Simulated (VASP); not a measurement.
HOs, 4 atoms in the cell. The structure is hexagonal, space group P6_3mc (No. 186). Conventional cell: a = 2.957 Å, b = 2.957 Å, c = 4.692 Å, α = 90.00°, β = 90.00°, γ = 120.00°. Within 2.4 Å of H (site symmetry 3m) lie 4 Os at 1.79 to 1.82 Å. Os (site symmetry 3m) has 4 H at 1.79 to 1.82 Å within 2.4 Å. 

| Item | Value |
| --- | --- |
| Program | VASP 6.6.1 |
| Task | single point |
| Functional | PBE |
| Potentials or basis | VASP PAW PBE potentials, release 64 (H, Os) |
| Cutoff | 520 eV |
| k mesh | 6 × 6 × 4 |
| Occupations | gaussian, width 0.1 eV |
| Spin | no spin polarisation |
| Dipole correction | no |
| Further INCAR settings | ALGO = Normal; EDIFF = 1e-07; NBANDS = 17 |

Potentials or basis: VASP PAW PBE potentials, release 64 (H, Os).

The run is started by

```sh
$ cat potpaw_PBE.64/H/POTCAR potpaw_PBE.64/Os/POTCAR > POTCAR
$ mpirun -np 1 vasp_std > vasp.out
```

Hardware: 1 thread of Intel(R) Xeon(R) 6975P-C (Granite Rapids), on a shared host.

**Question.** How long does it take, and how much memory?

**Answer.** Wall time 8.7 s on 1 thread of Intel(R) Xeon(R) 6975P-C (Granite Rapids), on a shared host, peak memory 0.15 GiB. Counts: scf iterations 16, k points 21.
